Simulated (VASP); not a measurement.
# Be (Fd-3m) in VASP: further runs

Runs on Be. Level: PBE. Tasks: single point.

All numbers are computed with VASP 6.6.1; they aren't measurements. Logs are shortened: lines on timing, memory, paths and dates and some standing lists are left out, and cuts for length are marked.

## Step 1: The cell of the first run

Symmetry: Fd-3m, No. 227, cubic system. Conventional cell: a = 3.697 Å, b = 3.697 Å, c = 3.697 Å, α = 90.00°, β = 90.00°, γ = 90.00°. Be (site symmetry -43m) has 4 Be at 1.60 Å within 2.1 Å.

## Step 2: Single point, PBE (volume scaled by 0.43)

INCAR reads:

```
SYSTEM = Be
PREC     = Accurate       ! precision mode
ENCUT    = 520            ! plane-wave cutoff, eV
EDIFF    = 1E-7           ! SCF threshold, eV
ISMEAR   = -1             ! smearing method
SIGMA    = 0.1            ! smearing width, eV
LREAL    = .False.        ! projectors in reciprocal space
LASPH    = .True.         ! aspherical terms in the spheres
NELM     = 60             ! most SCF steps
ALGO     = Normal         ! electronic algorithm
ISIF     = 2              ! what is computed and relaxed
LWAVE    = .False.        ! write WAVECAR
LCHARG   = .False.        ! write CHGCAR
GGA      = PE             ! functional
NBANDS   = 9              ! bands
```

KPOINTS reads:

```
regular mesh
0
Gamma
  15 15 15
  0 0 0
```

POSCAR reads:

```
Be
1.0
    0.0000000000      1.8485631705      1.8485631705
    1.8485631705      0.0000000000      1.8485631705
    1.8485631705      1.8485631705      0.0000000000
Be
2
Direct
   -0.1250000000     -0.1250000000     -0.1250000000
    0.1250000000      0.1250000000      0.1250000000
```

Potentials or basis: VASP PAW PBE potentials, release 64 (Be).

Command:

```bash
cat potpaw_PBE.64/Be/POTCAR > POTCAR
mpirun -np 1 vasp_std > vasp.out
```

OUTCAR:

```text
SYSTEM = Be
   PREC = Accurate
   ENCUT = 520
   EDIFF = 1E-7
   ISMEAR = -1
   LREAL = .False.
   LASPH = .True.
   NELM = 60
   ISIF = 2
   GGA = PE

 ion  position               nearest neighbor table
   1  0.875  0.875  0.875-   2 1.60   2 1.60   2 1.60   2 1.60
   2  0.125  0.125  0.125-   1 1.60   1 1.60   1 1.60   1 1.60

  LATTYP: Found a face centered cubic cell.
 ALAT       =     3.6971263410

  Lattice vectors:

 A1 = (   0.0000000000,   1.8485631705,   1.8485631705)
 A2 = (   1.8485631705,   0.0000000000,   1.8485631705)
 A3 = (   1.8485631705,   1.8485631705,   0.0000000000)

Analysis of symmetry for initial positions (statically):
=====================================================================
 Subroutine PRICEL returns:
 Original cell was already a primitive cell.

 Routine SETGRP: Setting up the symmetry group for a
 face centered cubic supercell.

 Subroutine GETGRP returns: Found 48 space group operations
 (whereof 12 operations were pure point group operations)
 out of a pool of 48 trial point group operations.

The static configuration has the point symmetry D_3d.
 The point group associated with its full space group is O_h .

Analysis of symmetry for dynamics (positions and initial velocities):
=====================================================================
 Subroutine PRICEL returns:
 Original cell was already a primitive cell.

 Routine SETGRP: Setting up the symmetry group for a
 face centered cubic supercell.

 Subroutine GETGRP returns: Found 48 space group operations
 (whereof 12 operations were pure point group operations)
 out of a pool of 48 trial point group operations.

The dynamic configuration has the point symmetry D_3d.
 The point group associated with its full space group is O_h .

 Subroutine INISYM returns: Found 48 space group operations
 (whereof 12 operations are pure point group operations),
 and found     1 'primitive' translations

----------------------------------------------------------------------------------------

                                     Primitive cell

  volume of cell :      12.6338

  direct lattice vectors                    reciprocal lattice vectors
     0.000000000  1.848563171  1.848563171    -0.270480343  0.270480343  0.270480343
     1.848563171  0.000000000  1.848563171     0.270480343 -0.270480343  0.270480343
     1.848563171  1.848563171  0.000000000     0.270480343  0.270480343 -0.270480343

  length of vectors
     2.614263107  2.614263107  2.614263107     0.468485696  0.468485696  0.468485696

  position of ions in fractional coordinates (direct lattice)
     0.875000000  0.875000000  0.875000000
     0.125000000  0.125000000  0.125000000

  ion indices of the primitive-cell ions
   primitive index   ion index
                 1           1
                 2           2

----------------------------------------------------------------------------------------

 KPOINTS: regular mesh

Automatic generation of k-mesh.
 Grid dimensions read from file:
 generate k-points for:   15   15   15

 Generating k-lattice:

  Cartesian coordinates                     Fractional coordinates (reciprocal lattice)
    -0.018032023  0.018032023  0.018032023     0.066666667  0.000000000  0.000000000
     0.018032023 -0.018032023  0.018032023     0.000000000  0.066666667  0.000000000
     0.018032023  0.018032023 -0.018032023     0.000000000  0.000000000  0.066666667

  Length of vectors
     0.031232380  0.031232380  0.031232380

  Shift w.r.t. Gamma in fractional coordinates (k-lattice)
     0.000000000  0.000000000  0.000000000

 Subroutine IBZKPT returns following result:
 ===========================================

 Found    120 irreducible k-points:

 Following reciprocal coordinates:
            Coordinates               Weight
  0.000000  0.000000  0.000000      1.000000
  0.066667  0.000000  0.000000      8.000000
  0.133333  0.000000  0.000000      8.000000
  0.200000  0.000000  0.000000      8.000000
  0.266667  0.000000  0.000000      8.000000
  0.333333  0.000000  0.000000      8.000000
[... 16 lines left out ...]
  0.133333  0.133333  0.000000      6.000000
  0.200000  0.133333  0.000000     24.000000
 [... further k-points ...]
   k-points           NKPTS =    120   k-points in BZ     NKDIM =    120   number of bands    NBANDS=      9
   number of dos      NEDOS =    301   number of ions     NIONS =      2
   total plane-waves  NPLWV =   8000
   dimension x,y,z NGX =    20 NGY =   20 NGZ =   20
   dimension x,y,z NGXF=    40 NGYF=   40 NGZF=   40
   ions per type =               2
   NGX,Y,Z   is equivalent  to a cutoff of  12.72, 12.72, 12.72 a.u.
   NGXF,Y,Z  is equivalent  to a cutoff of  25.44, 25.44, 25.44 a.u.
 SYSTEM =  Be
   PREC   = accura    normal or accurate (medium, high low for compatibility)
   ISTART =      0    job   : 0-new  1-cont  2-samecut
   ICHARG =      2    charge: 1-file 2-atom 10-const
   ISPIN  =      1    spin polarized calculation?
   LNONCOLLINEAR =      F non collinear calculations
   LSORBIT =      F    spin-orbit coupling
   LASPH  =      T    aspherical Exc in radial PAW
   ENCUT  =  520.0 eV  38.22 Ry    6.18 a.u.   4.86  4.86  4.86*2*pi/ulx,y,z
   NELM   =     60;   NELMIN=  2; NELMDL= -5     # of ELM steps
   EDIFF  = 0.1E-06   stopping-criterion for ELM
   LREAL  =      F    real-space projection
   EDIFFG = 0.1E-05   stopping-criterion for IOM
   NSW    =      0    number of steps for IOM
   IBRION =     -1    ionic relax: 0-MD 1-quasi-New 2-CG
   NFREE  =      0    steps in history (QN), initial steepest desc. (CG)
   ISIF   =      2    stress and relaxation
   ISYM   =      2    0-nonsym 1-usesym 2-fastsym
   POTIM  = 0.5000    time-step for ionic-motion
   TEBEG  =    0.0;   TEEND  =   0.0 temperature during run
   PSTRESS=    0.0 pullay stress
   NELECT =       4.0000    total number of electrons
   NUPDOWN=      -1.0000    fix difference up-down
   EMIN   =  10.00;   EMAX   =-10.00  energy-range for DOS
   EFERMI =   0.00;   METHOD = LEGACY
   ISMEAR =    -1;   SIGMA  =   0.10  broadening in eV -4-tet -1-fermi 0-gaus
   EFERMI_NEDOS =   21; number of points for ismear=-14 and -15
   IALGO  =     38    algorithm
   IMIX   =      4    mixing-type and parameters
     AMIX     =   0.40;   BMIX     =  1.00
     AMIX_MAG =   1.60;   BMIX_MAG =  1.00
  volume/ion in A,a.u.               =       6.32        42.63
  Fermi-wavevector in a.u.,A,eV,Ry     =   1.115794  2.108544 16.939190  1.244995
  Thomas-Fermi vector in A             =   2.252402
   LORBIT       =      0    0 simple, 1 ext, 2 COOP (PROOUT), +10 PAW based schemes
   GGA     = PE    functional components
[... 5 lines left out ...]
 non-spin polarized calculation
  energy-cutoff  :      520.00
  volume of cell :       12.63
 maximum number of plane-waves:       349
   NGX =  9   NGY =  9   NGZ =  9

 number of electron       4.0000000 magnetization

 Free energy of the ion-electron system (eV)
  ---------------------------------------------------
  ext. energy  EPLUGINS =         0.00000000
  ---------------------------------------------------
  free energy    TOTEN  =        -0.06093770 eV

  energy without entropy =       -0.03978268  energy(sigma->0) =       -0.05036019

 E-fermi :   8.2572     XC(G=0): -11.3014

 val. band max:        8.2277230468   @ k =  -0.3333   0.4667   0.1333
 cond. band min:       8.3158892853   @ k =  -0.4667   0.4667   0.0000
 fundamental gap:      0.0881662386
 Fermi energy:         8.2572102337

 k-point     1 :       0.0000    0.0000    0.0000
  band No.  band energies     occupation
      1      -3.3381      2.00000
      2      16.6908      0.00000
      3      16.6908      0.00000
      4      16.6908      0.00000
      5      20.0692      0.00000
      6      20.0692      0.00000
      7      20.0692      0.00000
      8      33.9915      0.00000
      9      34.4990      0.00000

 k-point     2 :       0.0667    0.0000    0.0000
  band No.  band energies     occupation
      1      -3.2425      2.00000
      2      15.4582      0.00000
      3      16.3143      0.00000
      4      16.3143      0.00000
      5      20.5471      0.00000
      6      20.5471      0.00000
      7      21.2682      0.00000
      8      32.1891      0.00000
      9      32.4214      0.00000

 k-point     3 :       0.1333    0.0000    0.0000
  band No.  band energies     occupation
      1      -2.9568      2.00000
      2      13.3552      0.00000
      3      15.5736      0.00000
      4      15.5736      0.00000
      5      21.4961      0.00000
      6      21.4961      0.00000
      7      23.2519      0.00000
      8      30.4498      0.00000
      9      30.8186      0.00000

 k-point     4 :       0.2000    0.0000    0.0000
  band No.  band energies     occupation
      1      -2.4854      2.00000
      2      11.1866      0.00000
      3      14.8423      0.00000
      4      14.8423      0.00000
      5      22.2364      0.00000
      6      22.2364      0.00000
      7      25.1488      0.00000
      8      29.1297      0.00000
      9      30.1969      0.00000

 k-point     5 :       0.2667    0.0000    0.0000
  band No.  band energies     occupation
      1      -1.8383      2.00000
      2       9.1111      0.00039
      3      14.2370      0.00000
      4      14.2370      0.00000
      5      22.3495      0.00000
      6      22.3495      0.00000
      7      26.6185      0.00000
      8      28.3035      0.00000
      9      30.8721      0.00000

 k-point     6 :       0.3333    0.0000    0.0000
  band No.  band energies     occupation
      1      -1.0392      2.00000
      2       7.2085      1.99994
      3      13.7871      0.00000
      4      13.7871      0.00000
      5      21.9956      0.00000
      6      21.9956      0.00000
      7      26.9882      0.00000
      8      28.4626      0.00000
      9      32.6480      0.00000
[... 169 lines left out ...]
 k-point    21 :      -0.1333    0.0667    0.0000
  band No.  band energies     occupation
      1      -2.7340      2.00000
      2      12.6228      0.00000
      3      13.9481      0.00000
      4      16.0489      0.00000
      5      21.0931      0.00000
      6      23.0581      0.00000
      7      24.0275      0.00000
      8      28.7807      0.00000
      9      29.0660      0.00000

 k-point    22 :      -0.0667    0.0667    0.0000
  band No.  band energies     occupation
      1      -3.0831      2.00000
      2      14.6611      0.00000
      3      14.7392      0.00000
      4      16.5238      0.00000
      5      20.4382      0.00000
      6      22.0965      0.00000
      7      22.2174      0.00000
      8      30.1704      0.00000
      9      30.4021      0.00000

 k-point    23 :       0.1333    0.1333    0.0000
  band No.  band energies     occupation
      1      -2.8232      2.00000
      2      13.7577      0.00000
      3      13.7577      0.00000
      4      15.9075      0.00000
      5      20.1198      0.00000
      6      23.8020      0.00000
      7      23.8020      0.00000
      8      25.7718      0.00000
      9      35.2779      0.00000

 k-point    24 :       0.2000    0.1333    0.0000
  band No.  band energies     occupation
      1      -2.4687      2.00000
      2      12.3654      0.00000
      3      12.9616      0.00000
      4      15.4564      0.00000
      5      20.4021      0.00000
      6      24.1109      0.00000
      7      24.9279      0.00000
      8      25.4812      0.00000
      9      34.3430      0.00000

 [... further k-points ...]
[... 5 lines left out ...]
  --------------------------------------------------------------------------------------
  -------------------------------------------------------------------------------------
  Total       11.8345516     11.8345516     11.8345516      0.0000000      0.0000000      0.0000000
  in kB     1500.8230952   1500.8230952   1500.8230952      0.0000000      0.0000000      0.0000000
  external PRESSURE =    1500.8230952 kB  Pullay stress =       0.0000000 kB

 VOLUME and BASIS-vectors are now :
 -----------------------------------------------------------------------------
  energy-cutoff  :      520.00
  volume of cell :       12.63
      direct lattice vectors                 reciprocal lattice vectors
     0.000000000  1.848563171  1.848563171    -0.270480343  0.270480343  0.270480343
     1.848563171  0.000000000  1.848563171     0.270480343 -0.270480343  0.270480343
     1.848563171  1.848563171  0.000000000     0.270480343  0.270480343 -0.270480343

 POSITION                                       TOTAL-FORCE (eV/Angst)
 -----------------------------------------------------------------------------------
      3.23499      3.23499      3.23499         0.000000     -0.000000      0.000000
      0.46214      0.46214      0.46214        -0.000000      0.000000     -0.000000
 -----------------------------------------------------------------------------------
    total drift:                                0.000000     -0.000000     -0.000000

  FREE ENERGIE OF THE ION-ELECTRON SYSTEM (eV)
  ---------------------------------------------------
  free  energy   TOTEN  =        -0.0609377021 eV

  energy  without entropy=       -0.0397826794  energy(sigma->0) =       -0.05036019
```

Wall time 7.6 s (1 thread of Intel Xeon Platinum 8375C at 2.90GHz (Ice Lake), shared host); peak memory 0.12 GiB.

Results:

```
Free energy            : -0.0609 eV
Pressure               : 150.1 GPa
Band gap on the k mesh : zero (band 2 reaches 16.69 eV, above the bottom of band 3 at 6.71 eV)
```

Levels at points of the mesh, in eV from the Fermi level:
```csv
k point,band 1,band 2,band 3,band 4,band 5,band 6
"(0.00, 0.00, 0.00)",-11.60,8.43,8.43,8.43,11.81,11.81
```

(Part 1 of 2 ends here.)
